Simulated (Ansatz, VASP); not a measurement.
# C in VASP and in Ansatz

```
C
1.0
     2.51160    0.00000    0.00000
    -1.25580    2.17511    0.00000
     0.00000    0.00000    4.18031
C
4
Direct
  0.33333 0.66667 0.99973
  0.66667 0.33333 0.49973
  0.33333 0.66667 0.37427
  0.66667 0.33333 0.87427
```

Alike in both runs: task single point; functional PBE; k mesh 9 × 9 × 6; no spin polarisation.

```csv
,VASP,Ansatz
version,VASP 6.6.1,Ansatz 0.2.0
potentials or method,"VASP PAW PBE potentials, release 64 (C), cutoff 520 eV","scalar-relativistic, plane waves, PAW"
occupations,"gaussian, width 0.01 eV",fixed
valence electrons in the cell,16,16
```

|  | VASP | Ansatz | Ansatz less VASP |
| --- | --- | --- | --- |
| gap on the k mesh at the Fermi level (eV) | 3.34 | 3.36 | +0.017 |
| least direct gap on the mesh (eV) | 4.96 | 4.97 | +0.008 |
| pressure (GPa) | 0.6 | 0.0 | -0.64 |
| traceless stress, the component that is largest in VASP (GPa) | -0.07 | 0.00 | +0.068 |
